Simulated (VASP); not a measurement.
# Au (Im-3m) in VASP: a series of runs

Runs on Au. Level: r2SCAN. Tasks: single point.

All numbers are computed with VASP 6.6.1; they aren't measurements. Logs are shortened: lines on timing, memory, paths and dates and some standing lists are left out, and cuts for length are marked.

### Step 1. The cell of the first run

It takes space group Im-3m (No. 229, cubic). The conventional cell has a = 3.361 Å, b = 3.361 Å, c = 3.361 Å, α = 90.00°, β = 90.00°, γ = 90.00°. Within 3.8 Å of Au (site symmetry m-3m) lie 14 Au at 2.91 to 3.36 Å.

### Step 2. Single point, r2SCAN (volume scaled by 1.08)

Input file POSCAR:

```
Au
1.0
   -1.6806939842      1.6806939842      1.6806939842
    1.6806939842     -1.6806939842      1.6806939842
    1.6806939842      1.6806939842     -1.6806939842
Au
1
Direct
    0.0000000000      0.0000000000      0.0000000000
```

Input file INCAR.step1:

```
SYSTEM = Au
PREC = Accurate ; ENCUT = 550
ISMEAR = -1 ; SIGMA = 0.1
LREAL = .FALSE. ; LASPH = .TRUE.
NELM = 120 ; NBANDS = 12
GGA = PE ; ALGO = Normal
EDIFF = 1E-5 ; LWAVE = .TRUE.
LCHARG = .FALSE. ; GGA_COMPAT = .FALSE.
```

Input file INCAR.step2:

```
SYSTEM = Au
PREC = Accurate ; ENCUT = 550
EDIFF = 1E-6 ; ISMEAR = -1
SIGMA = 0.1 ; LREAL = .FALSE.
LASPH = .TRUE. ; NELM = 120
ALGO = Normal ; ISIF = 2
LWAVE = .FALSE. ; LCHARG = .FALSE.
METAGGA = R2SCAN ; LMIXTAU = .TRUE.
NBANDS = 12 ; ISTART = 1
GGA_COMPAT = .FALSE.
```

Input file KPOINTS:

```
Automatic mesh
0
G
  15 15 15
  0 0 0
```

Potentials or basis: VASP PAW PBE potentials, release 64 (Au).

The run is started by

```
$ cat potpaw_PBE.64/Au/POTCAR > POTCAR
$ cp INCAR.step1 INCAR
$ mpirun -np 1 vasp_std > vasp.out
$ cp INCAR.step2 INCAR
$ mpirun -np 1 vasp_std > vasp.out
```

OUTCAR:

```text
SYSTEM = Au
   PREC = Accurate
   ENCUT = 550
   EDIFF = 1E-6
   ISMEAR = -1
   LREAL = .FALSE.
   LASPH = .TRUE.
   NELM = 120
   ISIF = 2
   METAGGA = R2SCAN
   ISTART = 1

 ion  position               nearest neighbor table
   1  0.000  0.000  0.000-

  LATTYP: Found a body centered cubic cell.
 ALAT       =     3.3613879684

  Lattice vectors:

 A1 = (  -1.6806939842,   1.6806939842,   1.6806939842)
 A2 = (   1.6806939842,  -1.6806939842,   1.6806939842)
 A3 = (   1.6806939842,   1.6806939842,  -1.6806939842)

Analysis of symmetry for initial positions (statically):
=====================================================================
 Subroutine PRICEL returns:
 Original cell was already a primitive cell.

 Routine SETGRP: Setting up the symmetry group for a
 body centered cubic supercell.

 Subroutine GETGRP returns: Found 48 space group operations
[... 9 lines left out ...]

 Routine SETGRP: Setting up the symmetry group for a
 body centered cubic supercell.

 Subroutine GETGRP returns: Found 48 space group operations
[... 11 lines left out ...]
                                     Primitive cell

  volume of cell :      18.9900

  direct lattice vectors                    reciprocal lattice vectors
    -1.680693984  1.680693984  1.680693984     0.000000000  0.297496156  0.297496156
     1.680693984 -1.680693984  1.680693984     0.297496156  0.000000000  0.297496156
     1.680693984  1.680693984 -1.680693984     0.297496156  0.297496156  0.000000000

  length of vectors
     2.911047373  2.911047373  2.911047373     0.420723099  0.420723099  0.420723099

  position of ions in fractional coordinates (direct lattice)
     0.000000000  0.000000000  0.000000000

  ion indices of the primitive-cell ions
   primitive index   ion index
                 1           1

----------------------------------------------------------------------------------------

 KPOINTS: Automatic mesh

Automatic generation of k-mesh.
 Grid dimensions read from file:
 generate k-points for:   15   15   15

 Generating k-lattice:

  Cartesian coordinates                     Fractional coordinates (reciprocal lattice)
     0.000000000  0.019833077  0.019833077     0.066666667  0.000000000  0.000000000
     0.019833077  0.000000000  0.019833077     0.000000000  0.066666667  0.000000000
     0.019833077  0.019833077  0.000000000     0.000000000  0.000000000  0.066666667

  Length of vectors
     0.028048207  0.028048207  0.028048207

  Shift w.r.t. Gamma in fractional coordinates (k-lattice)
     0.000000000  0.000000000  0.000000000

 Subroutine IBZKPT returns following result:
 ===========================================

 Found    120 irreducible k-points:

 Following reciprocal coordinates:
            Coordinates               Weight
  0.000000  0.000000  0.000000      1.000000
  0.066667  0.000000  0.000000     12.000000
  0.133333  0.000000  0.000000     12.000000
  0.200000  0.000000  0.000000     12.000000
  0.266667  0.000000  0.000000     12.000000
  0.333333  0.000000  0.000000     12.000000
[... 16 lines left out ...]
  0.333333  0.200000  0.000000     48.000000
  0.400000  0.200000  0.000000     24.000000
 [... further k-points ...]
   k-points           NKPTS =    120   k-points in BZ     NKDIM =    120   number of bands    NBANDS=     12
   number of dos      NEDOS =    301   number of ions     NIONS =      1
   total plane-waves  NPLWV =  13824
   dimension x,y,z NGX =    24 NGY =   24 NGZ =   24
   dimension x,y,z NGXF=    48 NGYF=   48 NGZF=   48
   ions per type =               1
   NGX,Y,Z   is equivalent  to a cutoff of  13.71, 13.71, 13.71 a.u.
   NGXF,Y,Z  is equivalent  to a cutoff of  27.41, 27.41, 27.41 a.u.
 SYSTEM =  Au
   PREC   = accura    normal or accurate (medium, high low for compatibility)
   ISTART =      1    job   : 0-new  1-cont  2-samecut
   ICHARG =      0    charge: 1-file 2-atom 10-const
   ISPIN  =      1    spin polarized calculation?
   LNONCOLLINEAR =      F non collinear calculations
   LSORBIT =      F    spin-orbit coupling
   LASPH  =      T    aspherical Exc in radial PAW
   ENCUT  =  550.0 eV  40.42 Ry    6.36 a.u.   5.57  5.57  5.57*2*pi/ulx,y,z
   NELM   =    120;   NELMIN=  2; NELMDL=  0     # of ELM steps
   EDIFF  = 0.1E-05   stopping-criterion for ELM
   LREAL  =      F    real-space projection
   EDIFFG = 0.1E-04   stopping-criterion for IOM
   NSW    =      0    number of steps for IOM
   IBRION =     -1    ionic relax: 0-MD 1-quasi-New 2-CG
   NFREE  =      0    steps in history (QN), initial steepest desc. (CG)
   ISIF   =      2    stress and relaxation
   ISYM   =      2    0-nonsym 1-usesym 2-fastsym
   POTIM  = 0.5000    time-step for ionic-motion
   TEBEG  =    0.0;   TEEND  =   0.0 temperature during run
   PSTRESS=    0.0 pullay stress
   NELECT =      11.0000    total number of electrons
   NUPDOWN=      -1.0000    fix difference up-down
   EMIN   =  10.00;   EMAX   =-10.00  energy-range for DOS
   EFERMI =   0.00;   METHOD = LEGACY
   ISMEAR =    -1;   SIGMA  =   0.10  broadening in eV -4-tet -1-fermi 0-gaus
   EFERMI_NEDOS =   21; number of points for ismear=-14 and -15
   IALGO  =     38    algorithm
   IMIX   =      4    mixing-type and parameters
     AMIX     =   0.40;   BMIX     =  1.00
     AMIX_MAG =   1.60;   BMIX_MAG =  1.00
  volume/ion in A,a.u.               =      18.99       128.15
  Fermi-wavevector in a.u.,A,eV,Ry     =   1.364679  2.578869 25.338783  1.862348
  Thomas-Fermi vector in A             =   2.490973
   LORBIT       =      0    0 simple, 1 ext, 2 COOP (PROOUT), +10 PAW based schemes
   METAGGA = R2SCAN    functional components
   LHFCALC =     F    Hartree Fock is set to
   AEXX    =    0.0000 exact exchange contribution
   IVDW    =     0    specifies the selected vdW correction
   LEPSILON=     F    determine dielectric tensor
   LRPA    =     F    only Hartree local field effects (RPA)
 non-spin polarized calculation
  energy-cutoff  :      550.00
  volume of cell :       18.99
 maximum number of plane-waves:       571
   NGX = 11   NGY = 11   NGZ = 11

 number of electron      11.0000001 magnetization

 Free energy of the ion-electron system (eV)
  ---------------------------------------------------
  ext. energy  EPLUGINS =         0.00000000
  ---------------------------------------------------
  free energy    TOTEN  =       -50.53981999 eV

  energy without entropy =      -50.53037704  energy(sigma->0) =      -50.53509852

 E-fermi :   7.5769     XC(G=0): -12.8629

 val. band max:        7.3210235350   @ k =   0.2667   0.2000  -0.0000
 cond. band min:       7.6105739223   @ k =  -0.4000   0.4667   0.0667
 fundamental gap:      0.2895503873
 Fermi energy:         7.5768949999

 k-point     1 :       0.0000    0.0000    0.0000
  band No.  band energies     occupation
      1      -1.3013      2.00000
      2       3.0770      2.00000
      3       3.0770      2.00000
      4       3.0770      2.00000
      5       4.7351      2.00000
      6       4.7351      2.00000
      7      24.9814      0.00000
      8      24.9814      0.00000
      9      24.9814      0.00000
     10      30.8996      0.00000
     11      30.8996      0.00000
     12      30.8996      0.00000

 k-point     2 :       0.0667    0.0000    0.0000
  band No.  band energies     occupation
      1      -1.1469      2.00000
      2       3.0333      2.00000
      3       3.0835      2.00000
      4       3.1789      2.00000
      5       4.6843      2.00000
      6       4.7378      2.00000
      7      24.8686      0.00000
      8      24.9969      0.00000
      9      25.1576      0.00000
     10      29.4241      0.00000
     11      29.6633      0.00000
     12      30.3101      0.00000

 k-point     3 :       0.1333    0.0000    0.0000
  band No.  band energies     occupation
      1      -0.7015      2.00000
      2       2.9119      2.00000
      3       3.1007      2.00000
      4       3.4764      2.00000
      5       4.5696      2.00000
      6       4.7473      2.00000
      7      23.9690      0.00000
      8      24.7827      0.00000
      9      25.6614      0.00000
     10      27.7314      0.00000
     11      28.6062      0.00000
     12      28.8479      0.00000

 k-point     4 :       0.2000    0.0000    0.0000
  band No.  band energies     occupation
      1      -0.0374      2.00000
      2       2.7386      2.00000
      3       3.1557      2.00000
      4       3.9427      2.00000
      5       4.4779      2.00000
      6       4.7657      2.00000
      7      21.6415      0.00000
      8      23.9333      0.00000
      9      26.4203      0.00000
     10      27.0037      0.00000
     11      27.3981      0.00000
     12      28.7629      0.00000

 k-point     5 :       0.2667    0.0000    0.0000
  band No.  band energies     occupation
      1       0.6445      2.00000
      2       2.5468      2.00000
      3       3.4240      2.00000
      4       4.4737      2.00000
      5       4.5278      2.00000
      6       4.7936      2.00000
      7      18.7878      0.00000
      8      22.7940      0.00000
      9      25.1207      0.00000
     10      27.3158      0.00000
     11      27.6787      0.00000
     12      29.8537      0.00000
[... 228 lines left out ...]
      1       1.5236      2.00000
      2       2.6739      2.00000
      3       2.9285      2.00000
      4       4.3948      2.00000
      5       4.9102      2.00000
      6       6.1192      2.00000
      7      16.8778      0.00000
      8      19.2509      0.00000
      9      22.7819      0.00000
     10      27.1735      0.00000
     11      30.4699      0.00000
     12      32.6221      0.00000

 k-point    22 :       0.2667    0.2000   -0.0000
  band No.  band energies     occupation
      1       1.7059      2.00000
      2       2.5510      2.00000
      3       3.3607      2.00000
      4       4.4935      2.00000
      5       4.9693      2.00000
      6       7.3210      1.85631
      7      14.6796      0.00000
      8      17.9413      0.00000
      9      22.1518      0.00000
     10      27.6628      0.00000
     11      30.6124      0.00000
     12      33.2163      0.00000

 k-point    23 :       0.3333    0.2000    0.0000
  band No.  band energies     occupation
      1       1.7033      2.00000
      2       2.4652      2.00000
      3       3.7635      2.00000
      4       4.5924      2.00000
      5       5.1055      2.00000
      6       8.7645      0.00001
      7      12.4894      0.00000
      8      17.1166      0.00000
      9      21.7383      0.00000
     10      28.2199      0.00000
     11      30.3292      0.00000
     12      33.0771      0.00000

 k-point    24 :       0.4000    0.2000    0.0000
  band No.  band energies     occupation
      1       1.6865      2.00000
      2       2.4379      2.00000
      3       3.8984      2.00000
      4       4.6155      2.00000
      5       5.2129      2.00000
      6      10.3564      0.00000
      7      10.6249      0.00000
      8      16.8225      0.00000
      9      21.5949      0.00000
     10      28.5329      0.00000
     11      30.0674      0.00000
     12      33.0141      0.00000

 [... further k-points ...]
[... 5 lines left out ...]
  --------------------------------------------------------------------------------------
  -------------------------------------------------------------------------------------
  Total       -1.0392067     -1.0392067     -1.0392067     -0.0000000     -0.0000000      0.0000000
  in kB      -87.6771869    -87.6771869    -87.6771869     -0.0000000     -0.0000000      0.0000000
  external PRESSURE =     -87.6771869 kB  Pullay stress =       0.0000000 kB

 VOLUME and BASIS-vectors are now :
 -----------------------------------------------------------------------------
  energy-cutoff  :      550.00
  volume of cell :       18.99
      direct lattice vectors                 reciprocal lattice vectors
    -1.680693984  1.680693984  1.680693984     0.000000000  0.297496156  0.297496156
     1.680693984 -1.680693984  1.680693984     0.297496156  0.000000000  0.297496156
     1.680693984  1.680693984 -1.680693984     0.297496156  0.297496156  0.000000000

 POSITION                                       TOTAL-FORCE (eV/Angst)
 -----------------------------------------------------------------------------------
      0.00000      0.00000      0.00000         0.000000     -0.000000     -0.000000
 -----------------------------------------------------------------------------------
    total drift:                               -0.000000      0.000000     -0.000000

  FREE ENERGIE OF THE ION-ELECTRON SYSTEM (eV)
  ---------------------------------------------------
  free  energy   TOTEN  =       -50.5398199946 eV

  energy  without entropy=      -50.5303770418  energy(sigma->0) =      -50.53509852
```

Wall time 55 s (1 thread of Intel Xeon Platinum 8488C (Sapphire Rapids), shared host); peak memory 0.16 GiB.

What came out:

- Free energy: -50.5398 eV
- Pressure: -8.8 GPa

Caveat: the PAW data sets were made with another functional, which shifts forces and pressure a little; spin-orbit coupling is left out, which moves the levels of the heavy elements.

### Step 3. Single point, r2SCAN (volume scaled by 1.12)

Input file POSCAR:

```
Au
1.0
   -1.7011922725      1.7011922725      1.7011922725
    1.7011922725     -1.7011922725      1.7011922725
    1.7011922725      1.7011922725     -1.7011922725
Au
1
Direct
    0.0000000000      0.0000000000      0.0000000000
```

Input file INCAR.step1:

```
SYSTEM = Au
ALGO = Normal ; EDIFF = 1E-5
ENCUT = 550 ; GGA = PE
GGA_COMPAT = .False. ; ISMEAR = -1
LASPH = .True. ; LCHARG = .False.
LREAL = .False. ; LWAVE = .True.
NBANDS = 12 ; NELM = 120
PREC = Accurate ; SIGMA = 0.1
```

Input file INCAR.step2:

```
SYSTEM = Au
ALGO = Normal ; EDIFF = 1E-6
ENCUT = 550 ; GGA_COMPAT = .False.
ISIF = 2 ; ISMEAR = -1
ISTART = 1 ; LASPH = .True.
LCHARG = .False. ; LMIXTAU = .True.
LREAL = .False. ; LWAVE = .False.
METAGGA = R2SCAN ; NBANDS = 12
NELM = 120 ; PREC = Accurate
SIGMA = 0.1
```

Input file KPOINTS:

```
k-points
0
Gamma
  15 15 15
  0 0 0
```

Potentials or basis: VASP PAW PBE potentials, release 64 (Au).

The run is started by

```
$ cat potpaw_PBE.64/Au/POTCAR > POTCAR
$ cp INCAR.step1 INCAR
$ mpirun -np 1 vasp_std > vasp.out
$ cp INCAR.step2 INCAR
$ mpirun -np 1 vasp_std > vasp.out
```

Run time: 59 s. Hardware: 1 thread of Intel Xeon Platinum 8488C (Sapphire Rapids), shared host; peak memory 0.16 GiB.

The run converged. Its results:

| Property | Result |
| --- | --- |
| Free energy | -50.4946 eV |
| Pressure | -11.9 GPa |

Levels at points of the mesh, in eV from the Fermi level:
```tsv
k point	band 1	band 2	band 3	band 4	band 5	band 6	band 7	band 8	band 9	band 10
(0.00, 0.00, 0.00)	-8.53	-4.33	-4.33	-4.33	-2.77	-2.77	17.34	17.34	17.34	22.66
```

Caveat: the PAW data sets were made with another functional, which shifts forces and pressure a little; spin-orbit coupling is left out, which moves the levels of the heavy elements.

[end of part 1 of 2]
